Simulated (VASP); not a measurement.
Wanted: the native input for a VASP 6.6.1 run.

```
Task                   : single point
Functional             : r2SCAN
Potentials or basis    : VASP PAW PBE potentials, release 64 (Cd, S)
Cutoff                 : 520 eV
k mesh                 : 12 × 12 × 4
Occupations            : gaussian, width 0.01 eV
Spin                   : no spin polarisation
Dipole correction      : no
Further INCAR settings : ALGO = Normal; EDIFF = 1e-07; NBANDS = 26
```

The system is CdS.

```
CELL_PARAMETERS angstrom
4.03966 0.00000 0.00000
-2.01983 3.49845 0.00000
0.00000 0.00000 6.56303
ATOMIC_POSITIONS crystal
Cd 0.33333 0.66667 0.99908
Cd 0.66667 0.33333 0.49908
S 0.33333 0.66667 0.37592
S 0.66667 0.33333 0.87592
```

This cell differs from its parent crystal: strain -3.0%.

The input as run:

POSCAR

```
CdS
1.0
    4.0396632443      0.0000000000      0.0000000000
   -2.0198316221      3.4984509923      0.0000000000
    0.0000000000      0.0000000000      6.5630301753
Cd S
2 2
Direct
    0.3333333333      0.6666666667     -0.0009236181
    0.6666666667      0.3333333333      0.4990763819
    0.3333333333      0.6666666667      0.3759236181
    0.6666666667      0.3333333333      0.8759236181
```

INCAR.step1

```
  PREC = Accurate
  ENCUT = 520
  ISMEAR = 0
  SIGMA = 0.01
  LREAL = False
  LASPH = True
  NELM = 100
  NBANDS = 26
  GGA = PE
  ALGO = Normal
  EDIFF = 1E-4
  LWAVE = True
  LCHARG = False
```

INCAR.step2

```
  PREC = Accurate
  ENCUT = 520
  EDIFF = 1E-7
  ISMEAR = 0
  SIGMA = 0.01
  LREAL = False
  LASPH = True
  NELM = 100
  ALGO = Normal
  ISIF = 2
  LWAVE = False
  LCHARG = False
  METAGGA = R2SCAN
  LMIXTAU = True
  NBANDS = 26
  ISTART = 1
```

KPOINTS

```
regular mesh
0
Gamma
  12 12 4
```

Potentials or basis: VASP PAW PBE potentials, release 64 (Cd, S).

Run with:

```bash
$ cat potpaw_PBE.64/Cd/POTCAR potpaw_PBE.64/S/POTCAR > POTCAR
$ cp INCAR.step1 INCAR
$ mpirun -np 1 vasp_std > vasp.out
$ cp INCAR.step2 INCAR
$ mpirun -np 1 vasp_std > vasp.out
```

Results of the run:

| Property | Result |
| --- | --- |
| Pressure | 7.2 GPa |
| Band gap on the k mesh | 1.85 eV |

Caveat: the cell differs from its parent crystal (strain -3.0%); the cell stands under pressure; the PAW data sets were made with another functional, which shifts forces and pressure a little.

Run time: 9.8 min on 1 thread of Intel Xeon 8259CL, on a shared host, peak memory 0.29 GiB.
